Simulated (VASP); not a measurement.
# BN (Imm2) in VASP: notebook

Runs on BN. Level: PBE. Tasks: single point.

All numbers are computed with VASP 6.6.1; they aren't measurements. Logs are shortened: lines on timing, memory, paths and dates and some standing lists are left out, and cuts for length are marked.

## (1) The cell of the first run

The structure is orthorhombic, space group Imm2 (No. 44). Conventional cell: a = 2.563 Å, b = 2.563 Å, c = 3.625 Å, α = 90.00°, β = 90.00°, γ = 90.00°. B (site symmetry mm2) has 4 N at 1.40 to 1.80 Å within 1.9 Å. Within 1.9 Å of N (site symmetry mm2) lie 4 B at 1.40 to 1.80 Å.

## (2) Single point, PBE (mode 4 (1026.0 1/cm) frozen in, largest displacement -0.200 Å)

Input file INCAR:

```
  PREC = Accurate
  ENCUT = 600
  EDIFF = 1E-6
  ISMEAR = 0
  SIGMA = 0.05
  LREAL = F
  LASPH = T
  NELM = 120
  ALGO = Normal
  ISIF = 2
  LWAVE = F
  LCHARG = F
  GGA = PE
  NBANDS = 11
  GGA_COMPAT = F
```

Input file KPOINTS:

```
Automatic mesh
0
Gamma
  12 12 12
```

Input file POSCAR:

```
BN
1.0
    0.0000000000      1.8123485134      1.8123485134
    1.8123485134      0.0000000000      1.8123485134
    1.8123485134      1.8123485134      0.0000000000
B N
1 1
Direct
    0.0551770254     -0.0551770254     -0.0551770254
    0.7074167456      0.7925832544      0.7925832544
```

Potentials or basis: VASP PAW PBE potentials, release 64 (B, N).

Command:

```sh
> cat potpaw_PBE.64/B/POTCAR potpaw_PBE.64/N/POTCAR > POTCAR
> mpirun -np 1 vasp_std > vasp.out
```

OUTCAR:

```text
PREC = Accurate
   ENCUT = 600
   EDIFF = 1E-6
   ISMEAR = 0
   LREAL = F
   LASPH = T
   NELM = 120
   ISIF = 2
   GGA = PE

 ion  position               nearest neighbor table
   1  0.055  0.945  0.945-   2 1.40   2 1.40   2 1.80   2 1.80
   2  0.707  0.793  0.793-   1 1.40   1 1.40   1 1.80   1 1.80

  LATTYP: Found a face centered cubic cell.
 ALAT       =     3.6246970268

  Lattice vectors:

 A1 = (   0.0000000000,   1.8123485134,   1.8123485134)
 A2 = (   1.8123485134,   0.0000000000,   1.8123485134)
 A3 = (   1.8123485134,   1.8123485134,   0.0000000000)

Analysis of symmetry for initial positions (statically):
=====================================================================
 Subroutine PRICEL returns:
 Original cell was already a primitive cell.

 Routine SETGRP: Setting up the symmetry group for a
 face centered cubic supercell.

 Subroutine GETGRP returns: Found  4 space group operations
 (whereof  4 operations were pure point group operations)
 out of a pool of 48 trial point group operations.

The static configuration has the point symmetry C_2v.

Analysis of symmetry for dynamics (positions and initial velocities):
=====================================================================
 Subroutine PRICEL returns:
 Original cell was already a primitive cell.

 Routine SETGRP: Setting up the symmetry group for a
 face centered cubic supercell.

 Subroutine GETGRP returns: Found  4 space group operations
 (whereof  4 operations were pure point group operations)
 out of a pool of 48 trial point group operations.

The dynamic configuration has the point symmetry C_2v.

 Subroutine INISYM returns: Found  4 space group operations
 (whereof  4 operations are pure point group operations),
 and found     1 'primitive' translations

----------------------------------------------------------------------------------------

                                     Primitive cell

  volume of cell :      11.9057

  direct lattice vectors                    reciprocal lattice vectors
     0.000000000  1.812348513  1.812348513    -0.275885127  0.275885127  0.275885127
     1.812348513  0.000000000  1.812348513     0.275885127 -0.275885127  0.275885127
     1.812348513  1.812348513  0.000000000     0.275885127  0.275885127 -0.275885127

  length of vectors
     2.563047847  2.563047847  2.563047847     0.477847057  0.477847057  0.477847057

  position of ions in fractional coordinates (direct lattice)
     0.055177025  0.944822975  0.944822975
     0.707416746  0.792583254  0.792583254

  ion indices of the primitive-cell ions
   primitive index   ion index
                 1           1
                 2           2

----------------------------------------------------------------------------------------

 KPOINTS: Automatic mesh

Automatic generation of k-mesh.
 Grid dimensions read from file:
 generate k-points for:   12   12   12

 Generating k-lattice:

  Cartesian coordinates                     Fractional coordinates (reciprocal lattice)
    -0.022990427  0.022990427  0.022990427     0.083333333  0.000000000  0.000000000
     0.022990427 -0.022990427  0.022990427     0.000000000  0.083333333  0.000000000
     0.022990427  0.022990427 -0.022990427     0.000000000  0.000000000  0.083333333

  Length of vectors
     0.039820588  0.039820588  0.039820588

  Shift w.r.t. Gamma in fractional coordinates (k-lattice)
     0.000000000  0.000000000  0.000000000

 Subroutine IBZKPT returns following result:
 ===========================================

 Found    280 irreducible k-points:

 Following reciprocal coordinates:
            Coordinates               Weight
  0.000000  0.000000  0.000000      1.000000
  0.083333  0.000000  0.000000      4.000000
  0.000000  0.083333  0.000000      4.000000
  0.166667  0.000000  0.000000      4.000000
  0.000000  0.166667  0.000000      4.000000
  0.250000  0.000000  0.000000      4.000000
[... 16 lines left out ...]
  0.166667 -0.083333 -0.083333      4.000000
  0.333333  0.083333  0.000000      8.000000
 [... further k-points ...]
   k-points           NKPTS =    280   k-points in BZ     NKDIM =    280   number of bands    NBANDS=     11
   number of dos      NEDOS =    301   number of ions     NIONS =      2
   total plane-waves  NPLWV =   8000
   dimension x,y,z NGX =    20 NGY =   20 NGZ =   20
   dimension x,y,z NGXF=    40 NGYF=   40 NGZF=   40
   ions per type =               1   1
   NGX,Y,Z   is equivalent  to a cutoff of  12.97, 12.97, 12.97 a.u.
   NGXF,Y,Z  is equivalent  to a cutoff of  25.95, 25.95, 25.95 a.u.
 SYSTEM =  unknown system
   PREC   = accura    normal or accurate (medium, high low for compatibility)
   ISTART =      0    job   : 0-new  1-cont  2-samecut
   ICHARG =      2    charge: 1-file 2-atom 10-const
   ISPIN  =      1    spin polarized calculation?
   LNONCOLLINEAR =      F non collinear calculations
   LSORBIT =      F    spin-orbit coupling
   LASPH  =      T    aspherical Exc in radial PAW
   ENCUT  =  600.0 eV  44.10 Ry    6.64 a.u.   5.12  5.12  5.12*2*pi/ulx,y,z
   NELM   =    120;   NELMIN=  2; NELMDL= -5     # of ELM steps
   EDIFF  = 0.1E-05   stopping-criterion for ELM
   LREAL  =      F    real-space projection
   EDIFFG = 0.1E-04   stopping-criterion for IOM
   NSW    =      0    number of steps for IOM
   IBRION =     -1    ionic relax: 0-MD 1-quasi-New 2-CG
   NFREE  =      0    steps in history (QN), initial steepest desc. (CG)
   ISIF   =      2    stress and relaxation
   ISYM   =      2    0-nonsym 1-usesym 2-fastsym
   POTIM  = 0.5000    time-step for ionic-motion
   TEBEG  =    0.0;   TEEND  =   0.0 temperature during run
   PSTRESS=    0.0 pullay stress
   NELECT =       8.0000    total number of electrons
   NUPDOWN=      -1.0000    fix difference up-down
   EMIN   =  10.00;   EMAX   =-10.00  energy-range for DOS
   EFERMI =   0.00;   METHOD = LEGACY
   ISMEAR =     0;   SIGMA  =   0.05  broadening in eV -4-tet -1-fermi 0-gaus
   EFERMI_NEDOS =   21; number of points for ismear=-14 and -15
   IALGO  =     38    algorithm
   IMIX   =      4    mixing-type and parameters
     AMIX     =   0.40;   BMIX     =  1.00
     AMIX_MAG =   1.60;   BMIX_MAG =  1.00
  volume/ion in A,a.u.               =       5.95        40.17
  Fermi-wavevector in a.u.,A,eV,Ry     =   1.433903  2.709684 27.974638  2.056078
  Thomas-Fermi vector in A             =   2.553370
   LORBIT       =      0    0 simple, 1 ext, 2 COOP (PROOUT), +10 PAW based schemes
   GGA     = PE    functional components
   LHFCALC =     F    Hartree Fock is set to
   AEXX    =    0.0000 exact exchange contribution
   IVDW    =     0    specifies the selected vdW correction
   LEPSILON=     F    determine dielectric tensor
   LRPA    =     F    only Hartree local field effects (RPA)
 non-spin polarized calculation
 Gauss-broadening in eV      SIGMA  =   0.05
  energy-cutoff  :      600.00
  volume of cell :       11.91
 maximum number of plane-waves:       415
   NGX = 11   NGY = 11   NGZ = 11

 number of electron       8.0000000 magnetization

 Free energy of the ion-electron system (eV)
  ---------------------------------------------------
  ext. energy  EPLUGINS =         0.00000000
  ---------------------------------------------------
  free energy    TOTEN  =       -16.16167415 eV

  energy without entropy =      -16.16167415  energy(sigma->0) =      -16.16167415

 E-fermi :   9.0267     XC(G=0): -12.7776

 val. band max:        8.6503053904   @ k =  -0.1667  -0.0833  -0.0833
 cond. band min:      10.4378091343   @ k =   0.5000   0.5000   0.0000
 fundamental gap:      1.7875037439
 Fermi energy:         9.0267224370

 k-point     1 :       0.0000    0.0000    0.0000
  band No.  band energies     occupation
      1     -12.9129      2.00000
      2       3.5010      2.00000
      3       8.1571      2.00000
      4       8.5361      2.00000
      5      14.7920      0.00000
      6      16.1534      0.00000
      7      17.6870      0.00000
      8      20.2090      0.00000
      9      30.8831      0.00000
     10      31.9568      0.00000
     11      34.7707      0.00000

 k-point     2 :       0.0833    0.0000    0.0000
  band No.  band energies     occupation
      1     -12.7535      2.00000
      2       3.1065      2.00000
      3       7.7630      2.00000
      4       8.4146      2.00000
      5      14.8511      0.00000
      6      16.2152      0.00000
      7      17.7299      0.00000
      8      21.0575      0.00000
      9      30.5865      0.00000
     10      30.9155      0.00000
     11      33.3031      0.00000

 k-point     3 :       0.0000    0.0833    0.0000
  band No.  band energies     occupation
      1     -12.7440      2.00000
      2       3.4110      2.00000
      3       7.1683      2.00000
      4       8.4105      2.00000
      5      14.8473      0.00000
      6      16.5799      0.00000
      7      17.9730      0.00000
      8      20.4507      0.00000
      9      30.5490      0.00000
     10      32.1936      0.00000
     11      33.2330      0.00000

 k-point     4 :       0.1667    0.0000    0.0000
  band No.  band energies     occupation
      1     -12.2827      2.00000
      2       1.9871      2.00000
      3       6.8589      2.00000
      4       8.1182      2.00000
      5      14.9355      0.00000
      6      16.2620      0.00000
      7      18.4485      0.00000
      8      22.6113      0.00000
      9      29.6114      0.00000
     10      30.1436      0.00000
     11      31.7405      0.00000
[... 239 lines left out ...]
 k-point    22 :       0.0833    0.0000    0.2500
  band No.  band energies     occupation
      1     -11.6067      2.00000
      2       2.6131      2.00000
      3       3.5224      2.00000
      4       7.4095      2.00000
      5      14.5226      0.00000
      6      17.5839      0.00000
      7      19.2493      0.00000
      8      21.9702      0.00000
      9      28.3931      0.00000
     10      32.1785      0.00000
     11      33.2017      0.00000

 k-point    23 :       0.1667   -0.0833   -0.0833
  band No.  band energies     occupation
      1     -11.6344      2.00000
      2       1.0403      2.00000
      3       5.8084      2.00000
      4       6.9422      2.00000
      5      15.0790      0.00000
      6      17.4447      0.00000
      7      19.2043      0.00000
      8      22.8254      0.00000
      9      26.9279      0.00000
     10      32.2329      0.00000
     11      32.7234      0.00000

 k-point    24 :       0.3333    0.0833    0.0000
  band No.  band energies     occupation
      1     -10.7789      2.00000
      2      -0.8377      2.00000
      3       5.0484      2.00000
      4       7.4172      2.00000
      5      15.0004      0.00000
      6      15.7909      0.00000
      7      20.9046      0.00000
      8      24.5799      0.00000
      9      27.6008      0.00000
     10      31.2357      0.00000
     11      31.8343      0.00000

 [... further k-points ...]

------------------------ aborting loop because EDIFF is reached ----------------------------------------

  FORCE on cell =-STRESS in cart. coord.  units (eV):
  Direction    XX          YY          ZZ          XY          YZ          ZX
  --------------------------------------------------------------------------------------
  -------------------------------------------------------------------------------------
  Total        1.7014475      2.7615057      2.7615057      0.0000000      0.5809239      0.0000000
  in kB      228.9675771    371.6219718    371.6219718      0.0000000     78.1762292      0.0000000
  external PRESSURE =     324.0705069 kB  Pullay stress =       0.0000000 kB

 VOLUME and BASIS-vectors are now :
 -----------------------------------------------------------------------------
  energy-cutoff  :      600.00
  volume of cell :       11.91
      direct lattice vectors                 reciprocal lattice vectors
     0.000000000  1.812348513  1.812348513    -0.275885127  0.275885127  0.275885127
     1.812348513  0.000000000  1.812348513     0.275885127 -0.275885127  0.275885127
     1.812348513  1.812348513  0.000000000     0.275885127  0.275885127 -0.275885127

 POSITION                                       TOTAL-FORCE (eV/Angst)
 -----------------------------------------------------------------------------------
      3.42470      1.81235      1.81235         6.210368      0.000000      0.000000
      2.87287      2.71852      2.71852        -6.210368      0.000000      0.000000
 -----------------------------------------------------------------------------------
    total drift:                               -0.000373      0.000000      0.000000

  FREE ENERGIE OF THE ION-ELECTRON SYSTEM (eV)
  ---------------------------------------------------
  free  energy   TOTEN  =       -16.1616741506 eV

  energy  without entropy=      -16.1616741506  energy(sigma->0) =      -16.16167415
```

Wall time 56 s (1 thread of Intel Xeon 8259CL, shared host); peak memory 0.15 GiB.

Results:

```yaml
Free_energy: -16.1617 eV
Pressure: 32.4 GPa
Largest_force: 6.210 eV/Å
Band_gap_on_the_k_mesh: 1.79 eV, indirect (least direct gap 6.21 eV)
```

Forces in eV/Å, atoms in the order of the input:
```
B    6.210  0.000  0.000
N   -6.210  0.000  0.000
```

Stress tensor (GPa, compression positive):
```
22.90  0.00  0.00
 0.00 37.16  7.82
 0.00  7.82 37.16
```

Caveat: the cell differs from its parent crystal (mode 4 (1026.0 1/cm) frozen in, largest displacement -0.200 Å); forces of over 1 eV/Å act on the atoms, so gaps and moduli don't describe the material at rest. A k mesh can miss the band edges.

## (3) Single point, PBE (mode 4 (1026.0 1/cm) frozen in, largest displacement +0.150 Å)

Input file INCAR:

```
PREC = Accurate
ENCUT = 600
EDIFF = 1E-6
ISMEAR = 0
SIGMA = 0.05
LREAL = F
LASPH = T
NELM = 120
ALGO = Normal
ISIF = 2
LWAVE = F
LCHARG = F
GGA = PE
NBANDS = 11
GGA_COMPAT = F
```

Input file KPOINTS:

```
regular mesh
0
Gamma
  12 12 12
```

Input file POSCAR:

```
BN
1.0
    0.0000000000      1.8123485134      1.8123485134
    1.8123485134      0.0000000000      1.8123485134
    1.8123485134      1.8123485134      0.0000000000
B N
1 1
Direct
   -0.0413827691      0.0413827691      0.0413827691
    0.7819374408      0.7180625592      0.7180625592
```

Potentials or basis: VASP PAW PBE potentials, release 64 (B, N).

Command:

```sh
> cat potpaw_PBE.64/B/POTCAR potpaw_PBE.64/N/POTCAR > POTCAR
> mpirun -np 1 vasp_std > vasp.out
```

It took 43 s on 1 thread of Intel Xeon 8259CL, shared host; peak memory 0.15 GiB.

Results (log left out):

* Free energy: -16.6791 eV
* Pressure: 19.1 GPa
* Largest force: 5.362 eV/Å
* Band gap on the k mesh: 2.34 eV, indirect (least direct gap 6.57 eV)

Forces in eV/Å, atoms in the order of the input:
```
B   -5.362  0.000  0.000
N    5.362  0.000  0.000
```

Stress tensor (GPa, compression positive):
```
13.29  0.00  0.00
 0.00 21.95 -5.96
 0.00 -5.96 21.95
```

Levels at points of the mesh, in eV from the valence-band top:
| k point | band 1 | band 2 | band 3 | band 4 | band 5 | band 6 | band 7 | band 8 | band 9 |
| --- | --- | --- | --- | --- | --- | --- | --- | --- | --- |
| (0.00, 0.00, 0.00) | -21.50 | -4.13 | -0.77 | 0.00 | 6.57 | 7.02 | 9.06 | 10.35 | 22.67 |
| (0.50, 0.00, 0.00) | -17.35 | -11.56 | -5.47 | -1.59 | 5.76 | 9.21 | 12.15 | 12.78 | 21.79 |
| (0.00, 0.50, 0.00) | -17.51 | -12.32 | -3.99 | -1.68 | 7.18 | 7.55 | 13.55 | 14.48 | 20.14 |
| (0.50, 0.50, 0.00) | -16.23 | -10.49 | -5.75 | -5.69 | 2.34 | 6.28 | 17.84 | 18.28 | 19.09 |
| (0.00, 0.50, 0.50) | -15.93 | -10.18 | -7.65 | -5.39 | 3.24 | 8.04 | 14.91 | 17.37 | 19.46 |

Caveat: the cell differs from its parent crystal (mode 4 (1026.0 1/cm) frozen in, largest displacement +0.150 Å); forces of over 1 eV/Å act on the atoms, so gaps and moduli don't describe the material at rest.

## (4) Single point, PBE (mode 4 (1026.0 1/cm) frozen in, largest displacement -0.100 Å)

Input file INCAR:

```
SYSTEM = BN
PREC = Accurate ; ENCUT = 600
EDIFF = 1E-6 ; ISMEAR = 0
SIGMA = 0.05 ; LREAL = .FALSE.
LASPH = .TRUE. ; NELM = 120
ALGO = Normal ; ISIF = 2
LWAVE = .FALSE. ; LCHARG = .FALSE.
GGA = PE ; NBANDS = 11
GGA_COMPAT = .FALSE.
```

Input file KPOINTS:

```
Automatic mesh
0
G
  12 12 12
  0 0 0
```

Input file POSCAR:

```
BN
1.0
    0.0000000000      1.8123485134      1.8123485134
    1.8123485134      0.0000000000      1.8123485134
    1.8123485134      1.8123485134      0.0000000000
B N
1 1
Direct
    0.0275885127     -0.0275885127     -0.0275885127
    0.7287083728      0.7712916272      0.7712916272
```

Command:

```sh
> cat potpaw_PBE.64/B/POTCAR potpaw_PBE.64/N/POTCAR > POTCAR
> mpirun -np 1 vasp_std > vasp.out
```

Wall time 39 s (1 thread of Intel Xeon 8259CL, shared host); peak memory 0.16 GiB.

Results (log left out):

| Item | Value |
| --- | --- |
| Free energy | -17.0942 eV |
| Pressure | 8.7 GPa |
| Largest force | 3.925 eV/Å |
| Band gap on the k mesh | 2.93 eV, indirect (least direct gap 6.98 eV) |

Forces on the atoms (eV/Å):
```
B    3.925  0.000  0.000
N   -3.925  0.000  0.000
```

Stress tensor (GPa, compression positive):
```
 6.07  0.00  0.00
 0.00 10.05  3.80
 0.00  3.80 10.05
```

Levels at points of the mesh, in eV from the valence-band top:
```tsv
k point	band 2	band 3	band 4	band 5	band 6	band 7
(0.00, 0.00, 0.00)	-2.97	-0.88	0.00	6.98	7.16	9.18
(0.50, 0.00, 0.00)	-12.03	-3.72	-1.94	7.99	8.28	12.42
(0.00, 0.50, 0.00)	-11.50	-4.51	-2.00	6.88	9.31	11.34
(0.50, 0.50, 0.00)	-10.16	-5.81	-5.78	2.93	7.24	17.29
(0.00, 0.50, 0.50)	-10.00	-6.93	-5.40	3.35	8.12	15.47
```

Caveat: the cell differs from its parent crystal (mode 4 (1026.0 1/cm) frozen in, largest displacement -0.100 Å); forces of over 1 eV/Å act on the atoms, so gaps and moduli don't describe the material at rest.
